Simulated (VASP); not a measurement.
# HfN (Fm-3m) in VASP: further runs

HfN is run at these levels: r2SCAN; tasks: single point.

Program: VASP 6.6.1. These are calculated values, not measurements. Logs are shortened: lines on timing, memory, paths and dates and some standing lists are left out, and cuts for length are marked.

**1. The cell of the first run**

The structure is cubic, space group Fm-3m (No. 225). The conventional cell has a = 4.512 Å, b = 4.512 Å, c = 4.512 Å, α = 90.00°, β = 90.00°, γ = 90.00°. Within 3.0 Å of Hf (site symmetry m-3m) lie 6 N at 2.26 Å. Within 3.0 Å of N (site symmetry m-3m) lie 6 Hf at 2.26 Å.

**2. Single point, r2SCAN**

The input, POSCAR:

```
HfN
1.0
    0.0000000000      2.2560000000      2.2560000000
    2.2560000000      0.0000000000      2.2560000000
    2.2560000000      2.2560000000      0.0000000000
Hf N
1 1
Direct
    0.0000000000      0.0000000000      0.0000000000
    0.5000000000      0.5000000000      0.5000000000
```

The input, INCAR.step1:

```
  PREC = Accurate
  ENCUT = 660
  ISMEAR = 1
  SIGMA = 0.1
  LREAL = False
  LASPH = True
  NELM = 120
  NBANDS = 14
  GGA = PE
  ALGO = Normal
  EDIFF = 1E-5
  LWAVE = True
  LCHARG = False
  GGA_COMPAT = False
```

The input, INCAR.step2:

```
  PREC = Accurate
  ENCUT = 660
  EDIFF = 1E-6
  ISMEAR = 1
  SIGMA = 0.1
  LREAL = False
  LASPH = True
  NELM = 120
  ALGO = Normal
  ISIF = 2
  LWAVE = False
  LCHARG = False
  METAGGA = R2SCAN
  LMIXTAU = True
  NBANDS = 14
  ISTART = 1
  GGA_COMPAT = False
```

The input, KPOINTS:

```
Automatic mesh
0
Gamma
  3 3 3
```

Potentials or basis: VASP PAW PBE potentials, release 64 (Hf_pv, N).

The run is started by

```bash
$ cat potpaw_PBE.64/Hf_pv/POTCAR potpaw_PBE.64/N/POTCAR > POTCAR
$ cp INCAR.step1 INCAR
$ mpirun -np 1 vasp_std > vasp.out
$ cp INCAR.step2 INCAR
$ mpirun -np 1 vasp_std > vasp.out
```

OUTCAR:

```text
PREC = Accurate
   ENCUT = 660
   EDIFF = 1E-6
   ISMEAR = 1
   LREAL = False
   LASPH = True
   NELM = 120
   ISIF = 2
   METAGGA = R2SCAN
   ISTART = 1

 ion  position               nearest neighbor table
   1  0.000  0.000  0.000-   2 2.26   2 2.26   2 2.26   2 2.26   2 2.26   2 2.26
   2  0.500  0.500  0.500-   1 2.26   1 2.26   1 2.26   1 2.26   1 2.26   1 2.26

  LATTYP: Found a face centered cubic cell.
 ALAT       =     4.5120000000

  Lattice vectors:

 A1 = (   0.0000000000,   2.2560000000,   2.2560000000)
 A2 = (   2.2560000000,   0.0000000000,   2.2560000000)
 A3 = (   2.2560000000,   2.2560000000,   0.0000000000)

Analysis of symmetry for initial positions (statically):
=====================================================================
 Subroutine PRICEL returns:
 Original cell was already a primitive cell.

 Routine SETGRP: Setting up the symmetry group for a
 face centered cubic supercell.

 Subroutine GETGRP returns: Found 48 space group operations
 (whereof 48 operations were pure point group operations)
 out of a pool of 48 trial point group operations.

The static configuration has the point symmetry O_h .

Analysis of symmetry for dynamics (positions and initial velocities):
=====================================================================
 Subroutine PRICEL returns:
 Original cell was already a primitive cell.

 Routine SETGRP: Setting up the symmetry group for a
 face centered cubic supercell.

 Subroutine GETGRP returns: Found 48 space group operations
 (whereof 48 operations were pure point group operations)
 out of a pool of 48 trial point group operations.

The dynamic configuration has the point symmetry O_h .

 Subroutine INISYM returns: Found 48 space group operations
 (whereof 48 operations are pure point group operations),
 and found     1 'primitive' translations

----------------------------------------------------------------------------------------

                                     Primitive cell

  volume of cell :      22.9640

  direct lattice vectors                    reciprocal lattice vectors
     0.000000000  2.256000000  2.256000000    -0.221631206  0.221631206  0.221631206
     2.256000000  0.000000000  2.256000000     0.221631206 -0.221631206  0.221631206
     2.256000000  2.256000000  0.000000000     0.221631206  0.221631206 -0.221631206

  length of vectors
     3.190465797  3.190465797  3.190465797     0.383876509  0.383876509  0.383876509

  position of ions in fractional coordinates (direct lattice)
     0.000000000  0.000000000  0.000000000
     0.500000000  0.500000000  0.500000000

  ion indices of the primitive-cell ions
   primitive index   ion index
                 1           1
                 2           2

----------------------------------------------------------------------------------------

 KPOINTS: Automatic mesh

Automatic generation of k-mesh.
 Grid dimensions read from file:
 generate k-points for:    3    3    3

 Generating k-lattice:

  Cartesian coordinates                     Fractional coordinates (reciprocal lattice)
    -0.073877069  0.073877069  0.073877069     0.333333333  0.000000000  0.000000000
     0.073877069 -0.073877069  0.073877069     0.000000000  0.333333333  0.000000000
     0.073877069  0.073877069 -0.073877069     0.000000000  0.000000000  0.333333333

  Length of vectors
     0.127958836  0.127958836  0.127958836

  Shift w.r.t. Gamma in fractional coordinates (k-lattice)
     0.000000000  0.000000000  0.000000000

 Subroutine IBZKPT returns following result:
 ===========================================

 Found      4 irreducible k-points:

 Following reciprocal coordinates:
            Coordinates               Weight
  0.000000  0.000000  0.000000      1.000000
  0.333333  0.000000  0.000000      8.000000
  0.333333  0.333333  0.000000      6.000000
 -0.333333  0.333333  0.000000     12.000000
   k-points           NKPTS =      4   k-points in BZ     NKDIM =      4   number of bands    NBANDS=     14
   number of dos      NEDOS =    301   number of ions     NIONS =      2
   total plane-waves  NPLWV =  21952
   dimension x,y,z NGX =    28 NGY =   28 NGZ =   28
   dimension x,y,z NGXF=    56 NGYF=   56 NGZF=   56
   ions per type =               1   1
   NGX,Y,Z   is equivalent  to a cutoff of  14.59, 14.59, 14.59 a.u.
   NGXF,Y,Z  is equivalent  to a cutoff of  29.18, 29.18, 29.18 a.u.
 SYSTEM =  unknown system
   PREC   = accura    normal or accurate (medium, high low for compatibility)
   ISTART =      1    job   : 0-new  1-cont  2-samecut
   ICHARG =      0    charge: 1-file 2-atom 10-const
   ISPIN  =      1    spin polarized calculation?
   LNONCOLLINEAR =      F non collinear calculations
   LSORBIT =      F    spin-orbit coupling
   LASPH  =      T    aspherical Exc in radial PAW
   ENCUT  =  660.0 eV  48.51 Ry    6.96 a.u.   6.68  6.68  6.68*2*pi/ulx,y,z
   NELM   =    120;   NELMIN=  2; NELMDL=  0     # of ELM steps
   EDIFF  = 0.1E-05   stopping-criterion for ELM
   LREAL  =      F    real-space projection
   EDIFFG = 0.1E-04   stopping-criterion for IOM
   NSW    =      0    number of steps for IOM
   IBRION =     -1    ionic relax: 0-MD 1-quasi-New 2-CG
   NFREE  =      0    steps in history (QN), initial steepest desc. (CG)
   ISIF   =      2    stress and relaxation
   ISYM   =      2    0-nonsym 1-usesym 2-fastsym
   POTIM  = 0.5000    time-step for ionic-motion
   TEBEG  =    0.0;   TEEND  =   0.0 temperature during run
   PSTRESS=    0.0 pullay stress
   NELECT =      15.0000    total number of electrons
   NUPDOWN=      -1.0000    fix difference up-down
   EMIN   =  10.00;   EMAX   =-10.00  energy-range for DOS
   EFERMI =   0.00;   METHOD = LEGACY
   ISMEAR =     1;   SIGMA  =   0.10  broadening in eV -4-tet -1-fermi 0-gaus
   EFERMI_NEDOS =   21; number of points for ismear=-14 and -15
   IALGO  =     38    algorithm
   IMIX   =      4    mixing-type and parameters
     AMIX     =   0.40;   BMIX     =  1.00
     AMIX_MAG =   1.60;   BMIX_MAG =  1.00
  volume/ion in A,a.u.               =      11.48        77.48
  Fermi-wavevector in a.u.,A,eV,Ry     =   1.420440  2.684242 27.451783  2.017649
  Thomas-Fermi vector in A             =   2.541355
   LORBIT       =      0    0 simple, 1 ext, 2 COOP (PROOUT), +10 PAW based schemes
   METAGGA = R2SCAN    functional components
   LHFCALC =     F    Hartree Fock is set to
   AEXX    =    0.0000 exact exchange contribution
   IVDW    =     0    specifies the selected vdW correction
   LEPSILON=     F    determine dielectric tensor
   LRPA    =     F    only Hartree local field effects (RPA)
 non-spin polarized calculation
 Methfessel and Paxton  Order N= 1 SIGMA  =   0.10
  energy-cutoff  :      660.00
  volume of cell :       22.96
 maximum number of plane-waves:       893
 NGX is ok and might be reduce to    28
   NGX = 13   NGY = 13   NGZ = 13

 number of electron      15.0000002 magnetization

 Free energy of the ion-electron system (eV)
  ---------------------------------------------------
  ext. energy  EPLUGINS =         0.00000000
  ---------------------------------------------------
  free energy    TOTEN  =       -58.02070545 eV

  energy without entropy =      -58.00899355  energy(sigma->0) =      -58.01680148

 E-fermi :   9.1477     XC(G=0): -13.5562

 val. band max:        8.2219723833   @ k =   0.0000   0.0000   0.0000
 cond. band min:       9.1626445120   @ k =  -0.3333   0.3333   0.0000
 fundamental gap:      0.9406721288
 Fermi energy:         9.1476899971

 k-point     1 :       0.0000    0.0000    0.0000
  band No.  band energies     occupation
      1     -23.9237      2.00000
      2     -23.9237      2.00000
      3     -23.9237      2.00000
      4     -10.1230      2.00000
      5       5.1697      2.00000
      6       5.1697      2.00000
      7       5.1697      2.00000
      8       8.2220      2.00000
      9       8.2220      2.00000
     10       8.2220      2.00000
     11      10.6038     -0.00000
     12      10.6038     -0.00000
     13      10.7251     -0.00000
     14      18.7175      0.00000

 k-point     2 :       0.3333    0.0000    0.0000
  band No.  band energies     occupation
      1     -24.6790      2.00000
      2     -23.9867      2.00000
      3     -23.9867      2.00000
      4      -8.1948      2.00000
      5       0.4494      2.00000
      6       2.4718      2.00000
      7       2.4718      2.00000
      8      10.0016     -0.00000
      9      11.0015     -0.00000
     10      11.0015     -0.00000
     11      14.3556      0.00000
     12      15.7173      0.00000
     13      15.7173      0.00000
     14      19.6208      0.00000

 k-point     3 :       0.3333    0.3333    0.0000
  band No.  band energies     occupation
      1     -24.5630      2.00000
      2     -24.1573      2.00000
      3     -24.1573      2.00000
      4      -8.8560      2.00000
      5       1.4487      2.00000
      6       4.3130      2.00000
      7       4.3130      2.00000
      8       5.3366      2.00000
      9      12.1200      0.00000
     10      13.0463      0.00000
     11      13.2513      0.00000
     12      13.2513      0.00000
     13      18.2490      0.00000
     14      19.6208      0.00000

 k-point     4 :      -0.3333    0.3333    0.0000
  band No.  band energies     occupation
      1     -24.5663      2.00000
      2     -24.4937      2.00000
      3     -24.1051      2.00000
      4      -8.2069      2.00000
      5       1.0181      2.00000
      6       2.5785      2.00000
      7       2.6627      2.00000
      8       9.1626      0.75000
      9      11.8403      0.00000
     10      12.3967      0.00000
     11      14.3438      0.00000
     12      16.7068      0.00000
     13      19.2584      0.00000
     14      19.6240      0.00000

------------------------ aborting loop because EDIFF is reached ----------------------------------------

  FORCE on cell =-STRESS in cart. coord.  units (eV):
  Direction    XX          YY          ZZ          XY          YZ          ZX
  --------------------------------------------------------------------------------------
  -------------------------------------------------------------------------------------
  Total        0.2995184      0.2995184      0.2995184     -0.0000000      0.0000000      0.0000000
  in kB       20.8971402     20.8971402     20.8971402     -0.0000000      0.0000000      0.0000000
  external PRESSURE =      20.8971402 kB  Pullay stress =       0.0000000 kB

 VOLUME and BASIS-vectors are now :
 -----------------------------------------------------------------------------
  energy-cutoff  :      660.00
  volume of cell :       22.96
      direct lattice vectors                 reciprocal lattice vectors
     0.000000000  2.256000000  2.256000000    -0.221631206  0.221631206  0.221631206
     2.256000000  0.000000000  2.256000000     0.221631206 -0.221631206  0.221631206
     2.256000000  2.256000000  0.000000000     0.221631206  0.221631206 -0.221631206

 POSITION                                       TOTAL-FORCE (eV/Angst)
 -----------------------------------------------------------------------------------
      0.00000      0.00000      0.00000         0.000000      0.000000      0.000000
      2.25600      2.25600      2.25600        -0.000000     -0.000000     -0.000000
 -----------------------------------------------------------------------------------
    total drift:                                0.000000      0.000000      0.000000

  FREE ENERGIE OF THE ION-ELECTRON SYSTEM (eV)
  ---------------------------------------------------
  free  energy   TOTEN  =       -58.0207054480 eV

  energy  without entropy=      -58.0089935476  energy(sigma->0) =      -58.01680148
```

It took 20 s on 1 thread of AMD EPYC 9R45 (Zen 5), shared host; peak memory 0.13 GiB.

Results:

```
Free energy : -58.0207 eV
Pressure    : 2.1 GPa
```

Levels at points of the mesh, in eV from the Fermi level:
```tsv
k point	band 5	band 6	band 7	band 8	band 9	band 10
(0.00, 0.00, 0.00)	-3.98	-3.98	-3.98	-0.93	-0.93	-0.93
```

Caveat: the k points lie up to 0.80 Å⁻¹ apart; the PAW data sets were made with another functional, which shifts forces and pressure a little; spin-orbit coupling is left out, which moves the levels of the heavy elements.

[end of part 1 of 2]
